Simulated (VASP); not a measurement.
# SiC: single point with PBE

SiC:

```
Si C
1.0
    -6.18387    0.00000   -5.07429
     3.09194    5.35539   -5.07429
     3.09194   -5.35539   -5.07429
Si C
24 24
Direct
  0.66681 0.33347 0.50014
  0.33347 0.00014 0.16681
  0.50014 0.16681 0.83347
  0.00014 0.16681 0.33347
  0.50014 0.66681 0.33347
  0.16681 0.33347 0.00014
  0.83347 0.00014 0.66681
  0.66681 0.83347 0.00014
  0.33347 0.50014 0.66681
  0.16681 0.83347 0.50014
  0.83347 0.50014 0.16681
  0.00014 0.66681 0.83347
  0.33347 0.16681 0.50014
  0.00014 0.83347 0.16681
  0.16681 0.00014 0.83347
  0.66681 0.00014 0.33347
  0.16681 0.50014 0.33347
  0.83347 0.16681 0.00014
  0.50014 0.83347 0.66681
  0.33347 0.66681 0.00014
  0.00014 0.33347 0.66681
  0.83347 0.66681 0.50014
  0.50014 0.33347 0.16681
  0.66681 0.50014 0.83347
  0.54153 0.20819 0.37486
  0.20819 0.87486 0.04153
  0.37486 0.04153 0.70819
  0.87486 0.04153 0.20819
  0.37486 0.54153 0.20819
  0.04153 0.20819 0.87486
  0.70819 0.87486 0.54153
  0.54153 0.70819 0.87486
  0.20819 0.37486 0.54153
  0.04153 0.70819 0.37486
  0.70819 0.37486 0.04153
  0.87486 0.54153 0.70819
  0.54153 0.37486 0.70819
  0.20819 0.04153 0.37486
  0.37486 0.20819 0.04153
  0.87486 0.20819 0.54153
  0.37486 0.70819 0.54153
  0.04153 0.37486 0.20819
  0.70819 0.04153 0.87486
  0.54153 0.87486 0.20819
  0.20819 0.54153 0.87486
  0.04153 0.87486 0.70819
  0.70819 0.54153 0.37486
  0.87486 0.70819 0.04153
```

```yaml
Program: VASP 6.6.1
Task: single point
Functional: PBE
Potentials_or_basis: VASP PAW PBE potentials, release 64 (Si, C)
Cutoff: 520 eV
k_mesh: 1 × 1 × 1
Occupations: gaussian, width 0.01 eV
Spin: no spin polarisation
Dipole_correction: no
Further_INCAR_settings: LREAL = Auto; ALGO = Normal; EDIFF = 1e-07; NBANDS = 126
```

```yaml
Pressure: -1.4 GPa
Band_gap_on_the_k_mesh: 2.77 eV
```

Forces in eV/Å, atoms in the order of the input:
```
Si   0.000  0.000  0.003
Si   0.000  0.000  0.003
Si   0.000  0.000  0.003
Si   0.000  0.000  0.003
Si   0.000  0.000  0.003
Si   0.000  0.000  0.003
Si   0.000  0.000  0.003
Si   0.000  0.000  0.003
Si   0.000  0.000  0.003
Si   0.000  0.000  0.003
Si   0.000  0.000  0.003
Si   0.000  0.000  0.003
Si   0.000  0.000  0.003
Si   0.000  0.000  0.003
Si   0.000  0.000  0.003
Si   0.000  0.000  0.003
Si   0.000  0.000  0.003
Si   0.000  0.000  0.003
Si   0.000  0.000  0.003
Si   0.000  0.000  0.003
Si   0.000  0.000  0.003
Si   0.000  0.000  0.003
Si   0.000  0.000  0.003
Si   0.000  0.000  0.003
C    0.000  0.000 -0.003
C    0.000  0.000 -0.003
C    0.000  0.000 -0.003
C    0.000  0.000 -0.003
C    0.000  0.000 -0.003
C    0.000  0.000 -0.003
C    0.000  0.000 -0.003
C    0.000  0.000 -0.003
C    0.000  0.000 -0.003
C    0.000  0.000 -0.003
C    0.000  0.000 -0.003
C    0.000  0.000 -0.003
C    0.000  0.000 -0.003
C    0.000  0.000 -0.003
C    0.000  0.000 -0.003
C    0.000  0.000 -0.003
C    0.000  0.000 -0.003
C    0.000  0.000 -0.003
C    0.000  0.000 -0.003
C    0.000  0.000 -0.003
C    0.000  0.000 -0.003
C    0.000  0.000 -0.003
C    0.000  0.000 -0.003
C    0.000  0.000 -0.003
```

Stress tensor (GPa, compression positive):
```
-3.04  0.00  0.00
 0.00 -3.04  0.00
 0.00  0.00  1.78
```

Levels at points of the mesh, in eV from the valence-band top:
```csv
k point,band 92,band 93,band 94,band 95,band 96,band 97,band 98,band 99,band 100,band 101
"(0.00, 0.00, 0.00)",-1.19,-1.19,-0.12,0.00,0.00,2.77,2.77,2.77,4.22,4.22
```

It took 110 s on 1 thread of Intel(R) Xeon(R) Platinum 8375C CPU @ 2.90GHz (Ice Lake), on a shared host, peak memory 0.44 GiB.

Caveat: the k points lie up to 0.79 Å⁻¹ apart. A k mesh can miss the band edges.
